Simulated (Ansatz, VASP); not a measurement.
## Two plane-wave programs on CrO2

```
CELL_PARAMETERS angstrom
3.58422 0.00000 0.00000
0.00000 3.58422 0.00000
0.00000 0.00000 4.84292
ATOMIC_POSITIONS crystal
Cr 0.00000 0.00000 0.00000
O 0.50000 0.00000 0.00000
O 0.00000 0.50000 0.00000
```

Change from the starting cell: ordered vacancies on the anion sites of rhenium trioxide (P4/mmm, No. 123).

Alike in both runs: task relaxation of cell and atoms; functional PBE; k mesh 14 × 14 × 10; occupations gaussian, width 0.1 eV; collinear spin.

```csv
,VASP,Ansatz
version,VASP 6.6.1,Ansatz 0.2.0
potentials or method,"VASP PAW PBE potentials, release 64 (Cr_pv, O), cutoff 600 eV","scalar-relativistic, plane waves, PAW"
valence electrons in the cell,24,26
```

|  | VASP | Ansatz | Ansatz less VASP |
| --- | --- | --- | --- |
| gap on the k mesh at the Fermi level, each at its own relaxed structure (eV) | none | none | - |
| net moment per atom (μB) | 0.67 | 0.67 | 0.000 |
| size of the moment on the site where the two differ most (μB) | 2.15 | 1.64 | -0.506 |
| relaxed volume (Å³/atom) | 18.55 | 20.74 | +2.188 |
| relaxed cell length with the largest relative difference (Å) | 4.326 | 4.843 | +0.5169 |

Site moments also hang on the region over which each program counts them. A gap of «none» marks a metal or a gap that the smearing closes. VASP's potentials hold 24 valence electrons a cell and Ansatz's 26, so a difference there can come from the potentials and not from the codes.
